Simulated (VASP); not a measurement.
# ZnW7 (P-43m) in VASP: single point with PBE

Aim: the single point of ZnW7 with PBE.

Program: VASP 6.6.1. These are calculated values, not measurements. Logs are shortened: lines on timing, memory, paths and dates and some standing lists are left out, and cuts for length are marked.

### 1 The cell of the first run

The structure is cubic, space group P-43m (No. 215). Conventional cell: a = 5.611 Å, b = 5.611 Å, c = 5.611 Å, α = 90.00°, β = 90.00°, γ = 90.00°. Zn (site symmetry -43m) has 4 W at 2.45 Å within 3.2 Å. W (site symmetry 3m) has 3 W at 2.42 Å and 1 Zn at 2.45 Å within 3.2 Å. W (site symmetry -42m) has 4 W at 2.42 Å within 3.2 Å.

### 2 Single point, PBE

INCAR reads:

```
SYSTEM = ZnW7
PREC = Accurate
ENCUT = 520
EDIFF = 1E-7
ISMEAR = 0
SIGMA = 0.1
LREAL = .FALSE.
LASPH = .TRUE.
NELM = 60
ALGO = Fast
ISIF = 2
LWAVE = .FALSE.
LCHARG = .FALSE.
GGA = PE
NBANDS = 65
```

KPOINTS reads:

```
regular mesh
0
G
  4 4 4
  0 0 0
```

POSCAR reads:

```
ZnW7
1.0
    5.6108231500      0.0000000000      0.0000000000
    0.0000000000      5.6108231500      0.0000000000
    0.0000000000      0.0000000000      5.6108231500
Zn W
1 7
Direct
    0.0000000000      0.0000000000      0.0000000000
    0.2526152100      0.2526152100      0.2526152100
    0.0000000000      0.5000000000      0.5000000000
    0.5000000000      0.5000000000      0.0000000000
    0.5000000000      0.0000000000      0.5000000000
    0.7473847900      0.2526152100      0.7473847900
    0.7473847900      0.7473847900      0.2526152100
    0.2526152100      0.7473847900      0.7473847900
```

Potentials or basis: VASP PAW PBE potentials, release 64 (Zn, W_sv).

Launch:

```console
$ cat potpaw_PBE.64/Zn/POTCAR potpaw_PBE.64/W_sv/POTCAR > POTCAR
$ mpirun -np 1 vasp_std > vasp.out
```

OUTCAR:

```text
SYSTEM = ZnW7
   PREC = Accurate
   ENCUT = 520
   EDIFF = 1E-7
   ISMEAR = 0
   LREAL = .FALSE.
   LASPH = .TRUE.
   NELM = 60
   ISIF = 2
   GGA = PE

 ion  position               nearest neighbor table
   1  0.000  0.000  0.000-   2 2.45   6 2.45   7 2.45   8 2.45
   2  0.253  0.253  0.253-   3 2.42   4 2.42   5 2.42   1 2.45
   3  0.000  0.500  0.500-   2 2.42   6 2.42   7 2.42   8 2.42
   4  0.500  0.500  0.000-   2 2.42   6 2.42   7 2.42   8 2.42
   5  0.500  0.000  0.500-   2 2.42   6 2.42   7 2.42   8 2.42
   6  0.747  0.253  0.747-   3 2.42   4 2.42   5 2.42   1 2.45
   7  0.747  0.747  0.253-   3 2.42   4 2.42   5 2.42   1 2.45
   8  0.253  0.747  0.747-   3 2.42   4 2.42   5 2.42   1 2.45

  LATTYP: Found a simple cubic cell.
 ALAT       =     5.6108231500

  Lattice vectors:

 A1 = (   5.6108231500,   0.0000000000,   0.0000000000)
 A2 = (   0.0000000000,   5.6108231500,   0.0000000000)
 A3 = (   0.0000000000,   0.0000000000,   5.6108231500)

Analysis of symmetry for initial positions (statically):
=====================================================================
 Subroutine PRICEL returns:
 Original cell was already a primitive cell.

 Routine SETGRP: Setting up the symmetry group for a
 simple cubic supercell.

 Subroutine GETGRP returns: Found 24 space group operations
 (whereof 24 operations were pure point group operations)
 out of a pool of 48 trial point group operations.

The static configuration has the point symmetry T_d .

Analysis of symmetry for dynamics (positions and initial velocities):
=====================================================================
 Subroutine PRICEL returns:
 Original cell was already a primitive cell.

 Routine SETGRP: Setting up the symmetry group for a
 simple cubic supercell.

 Subroutine GETGRP returns: Found 24 space group operations
 (whereof 24 operations were pure point group operations)
 out of a pool of 48 trial point group operations.

The dynamic configuration has the point symmetry T_d .

 Subroutine INISYM returns: Found 24 space group operations
 (whereof 24 operations are pure point group operations),
 and found     1 'primitive' translations

----------------------------------------------------------------------------------------

                                     Primitive cell

  volume of cell :     176.6362

  direct lattice vectors                    reciprocal lattice vectors
     5.610823150  0.000000000  0.000000000     0.178226968  0.000000000  0.000000000
     0.000000000  5.610823150  0.000000000     0.000000000  0.178226968  0.000000000
     0.000000000  0.000000000  5.610823150     0.000000000  0.000000000  0.178226968

  length of vectors
     5.610823150  5.610823150  5.610823150     0.178226968  0.178226968  0.178226968

  position of ions in fractional coordinates (direct lattice)
     0.000000000  0.000000000  0.000000000
     0.252615210  0.252615210  0.252615210
     0.000000000  0.500000000  0.500000000
     0.500000000  0.500000000  0.000000000
     0.500000000  0.000000000  0.500000000
     0.747384790  0.252615210  0.747384790
     0.747384790  0.747384790  0.252615210
     0.252615210  0.747384790  0.747384790

  ion indices of the primitive-cell ions
   primitive index   ion index
                 1           1
                 2           2
                 3           3
                 4           4
                 5           5
                 6           6
                 7           7
                 8           8

----------------------------------------------------------------------------------------

 KPOINTS: regular mesh

Automatic generation of k-mesh.
 Grid dimensions read from file:
 generate k-points for:    4    4    4

 Generating k-lattice:

  Cartesian coordinates                     Fractional coordinates (reciprocal lattice)
     0.044556742  0.000000000  0.000000000     0.250000000  0.000000000  0.000000000
     0.000000000  0.044556742  0.000000000     0.000000000  0.250000000  0.000000000
     0.000000000  0.000000000  0.044556742     0.000000000  0.000000000  0.250000000

  Length of vectors
     0.044556742  0.044556742  0.044556742

  Shift w.r.t. Gamma in fractional coordinates (k-lattice)
     0.000000000  0.000000000  0.000000000

 Subroutine IBZKPT returns following result:
 ===========================================

 Found     10 irreducible k-points:

 Following reciprocal coordinates:
            Coordinates               Weight
  0.000000  0.000000  0.000000      1.000000
  0.250000  0.000000  0.000000      6.000000
  0.500000  0.000000  0.000000      3.000000
  0.250000  0.250000  0.000000     12.000000
  0.500000  0.250000  0.000000     12.000000
  0.500000  0.500000  0.000000      3.000000
  0.250000  0.250000  0.250000      8.000000
  0.500000  0.250000  0.250000     12.000000
  0.500000  0.500000  0.250000      6.000000
  0.500000  0.500000  0.500000      1.000000
   k-points           NKPTS =     10   k-points in BZ     NKDIM =     10   number of bands    NBANDS=     65
   number of dos      NEDOS =    301   number of ions     NIONS =      8
   total plane-waves  NPLWV =  74088
   dimension x,y,z NGX =    42 NGY =   42 NGZ =   42
   dimension x,y,z NGXF=    84 NGYF=   84 NGZF=   84
   ions per type =               1   7
   NGX,Y,Z   is equivalent  to a cutoff of  12.44, 12.44, 12.44 a.u.
   NGXF,Y,Z  is equivalent  to a cutoff of  24.89, 24.89, 24.89 a.u.
 SYSTEM =  ZnW7
   PREC   = accura    normal or accurate (medium, high low for compatibility)
   ISTART =      0    job   : 0-new  1-cont  2-samecut
   ICHARG =      2    charge: 1-file 2-atom 10-const
   ISPIN  =      1    spin polarized calculation?
   LNONCOLLINEAR =      F non collinear calculations
   LSORBIT =      F    spin-orbit coupling
   LASPH  =      T    aspherical Exc in radial PAW
   ENCUT  =  520.0 eV  38.22 Ry    6.18 a.u.  10.43 10.43 10.43*2*pi/ulx,y,z
   NELM   =     60;   NELMIN=  2; NELMDL= -5     # of ELM steps
   EDIFF  = 0.1E-06   stopping-criterion for ELM
   LREAL  =      F    real-space projection
   EDIFFG = 0.1E-05   stopping-criterion for IOM
   NSW    =      0    number of steps for IOM
   IBRION =     -1    ionic relax: 0-MD 1-quasi-New 2-CG
   NFREE  =      0    steps in history (QN), initial steepest desc. (CG)
   ISIF   =      2    stress and relaxation
   ISYM   =      2    0-nonsym 1-usesym 2-fastsym
   POTIM  = 0.5000    time-step for ionic-motion
   TEBEG  =    0.0;   TEEND  =   0.0 temperature during run
   PSTRESS=    0.0 pullay stress
   NELECT =     110.0000    total number of electrons
   NUPDOWN=      -1.0000    fix difference up-down
   EMIN   =  10.00;   EMAX   =-10.00  energy-range for DOS
   EFERMI =   0.00;   METHOD = LEGACY
   ISMEAR =     0;   SIGMA  =   0.10  broadening in eV -4-tet -1-fermi 0-gaus
   EFERMI_NEDOS =   21; number of points for ismear=-14 and -15
   IALGO  =     68    algorithm
   IMIX   =      4    mixing-type and parameters
     AMIX     =   0.40;   BMIX     =  1.00
     AMIX_MAG =   1.60;   BMIX_MAG =  1.00
  volume/ion in A,a.u.               =      22.08       149.00
  Fermi-wavevector in a.u.,A,eV,Ry     =   1.398017  2.641869 26.591931  1.954452
  Thomas-Fermi vector in A             =   2.521216
   LORBIT       =      0    0 simple, 1 ext, 2 COOP (PROOUT), +10 PAW based schemes
   GGA     = PE    functional components
   LHFCALC =     F    Hartree Fock is set to
   AEXX    =    0.0000 exact exchange contribution
   IVDW    =     0    specifies the selected vdW correction
   LEPSILON=     F    determine dielectric tensor
   LRPA    =     F    only Hartree local field effects (RPA)
 non-spin polarized calculation
 RMM-DIIS sequential band-by-band and
 Gauss-broadening in eV      SIGMA  =   0.10
  energy-cutoff  :      520.00
  volume of cell :      176.64
 maximum number of plane-waves:      4780
 NGX is ok and might be reduce to    42
   NGX = 21   NGY = 21   NGZ = 21

 number of electron     110.0000020 magnetization

 Free energy of the ion-electron system (eV)
  ---------------------------------------------------
  ext. energy  EPLUGINS =         0.00000000
  ---------------------------------------------------
  free energy    TOTEN  =       -70.38609116 eV

  energy without entropy =      -70.29760138  energy(sigma->0) =      -70.34184627

 E-fermi :   5.6334     XC(G=0): -11.1520

 val. band max:        5.6119454900   @ k =   0.2500   0.2500   0.2500
 cond. band min:       5.6476924337   @ k =   0.2500   0.2500   0.0000
 fundamental gap:      0.0357469437
 Fermi energy:         5.6333882754

 k-point     1 :       0.0000    0.0000    0.0000
  band No.  band energies     occupation
      1     -67.6532      2.00000
      2     -67.5644      2.00000
      3     -67.5644      2.00000
      4     -67.5644      2.00000
      5     -67.1337      2.00000
      6     -67.1337      2.00000
[... 57 lines left out ...]
     64       8.5595      0.00000
     65       9.6273      0.00000

 k-point     2 :       0.2500    0.0000    0.0000
  band No.  band energies     occupation
      1     -67.6434      2.00000
      2     -67.5778      2.00000
      3     -67.5644      2.00000
      4     -67.5644      2.00000
      5     -67.1337      2.00000
      6     -67.1199      2.00000
[... 57 lines left out ...]
     64       8.2489      0.00000
     65       9.2199      0.00000

 k-point     3 :       0.5000    0.0000    0.0000
  band No.  band energies     occupation
      1     -67.6268      2.00000
      2     -67.5978      2.00000
      3     -67.5644      2.00000
      4     -67.5644      2.00000
      5     -67.1336      2.00000
      6     -67.0991      2.00000
[... 465 lines left out ...]
     64       8.2728      0.00000
     65       8.3211      0.00000

 k-point    10 :       0.5000    0.5000    0.5000
  band No.  band energies     occupation
      1     -67.5977      2.00000
      2     -67.5977      2.00000
      3     -67.5977      2.00000
      4     -67.5648      2.00000
      5     -67.0991      2.00000
      6     -67.0991      2.00000
[... 57 lines left out ...]
     64       8.3193      0.00000
     65       8.6466      0.00000

------------------------ aborting loop because EDIFF is reached ----------------------------------------

  FORCE on cell =-STRESS in cart. coord.  units (eV):
  Direction    XX          YY          ZZ          XY          YZ          ZX
  --------------------------------------------------------------------------------------
  -------------------------------------------------------------------------------------
  Total       16.5991243     16.5991243     16.5991243      0.0000000      0.0000000     -0.0000000
  in kB      150.5622231    150.5622231    150.5622231      0.0000000      0.0000000     -0.0000000
  external PRESSURE =     150.5622231 kB  Pullay stress =       0.0000000 kB

 VOLUME and BASIS-vectors are now :
 -----------------------------------------------------------------------------
  energy-cutoff  :      520.00
  volume of cell :      176.64
      direct lattice vectors                 reciprocal lattice vectors
     5.610823150  0.000000000  0.000000000     0.178226968  0.000000000  0.000000000
     0.000000000  5.610823150  0.000000000     0.000000000  0.178226968  0.000000000
     0.000000000  0.000000000  5.610823150     0.000000000  0.000000000  0.178226968

 POSITION                                       TOTAL-FORCE (eV/Angst)
 -----------------------------------------------------------------------------------
      0.00000      0.00000      0.00000         0.000000     -0.000000     -0.000000
      1.41738      1.41738      1.41738        -0.440271     -0.440271     -0.440271
      0.00000      2.80541      2.80541         0.000000     -0.000000      0.000000
      2.80541      2.80541      0.00000         0.000000     -0.000000     -0.000000
      2.80541      0.00000      2.80541         0.000000     -0.000000      0.000000
      4.19344      1.41738      4.19344         0.440271     -0.440271      0.440271
      4.19344      4.19344      1.41738         0.440271      0.440271     -0.440271
      1.41738      4.19344      4.19344        -0.440271      0.440271      0.440271
 -----------------------------------------------------------------------------------
    total drift:                               -0.000000     -0.000000      0.000000

  FREE ENERGIE OF THE ION-ELECTRON SYSTEM (eV)
  ---------------------------------------------------
  free  energy   TOTEN  =       -70.3860911600 eV

  energy  without entropy=      -70.2976013809  energy(sigma->0) =      -70.34184627
```

It took 4 min on 1 thread of Intel Xeon 6975P-C, shared host; peak memory 0.3 GiB.

What came out:

```yaml
Free_energy: -70.3861 eV
Pressure: 15.1 GPa
Largest_force: 0.763 eV/Å
Band_gap_on_the_k_mesh: zero (band 55 reaches 5.86 eV, above the bottom of band 56 at 5.02 eV)
```

Forces on the atoms (eV/Å):
```
Zn   0.000  0.000  0.000
W   -0.440 -0.440 -0.440
W    0.000  0.000  0.000
W    0.000  0.000  0.000
W    0.000  0.000  0.000
W    0.440 -0.440  0.440
W    0.440  0.440 -0.440
W   -0.440  0.440  0.440
```

Caveat: spin-orbit coupling is left out, which moves the levels of the heavy elements.
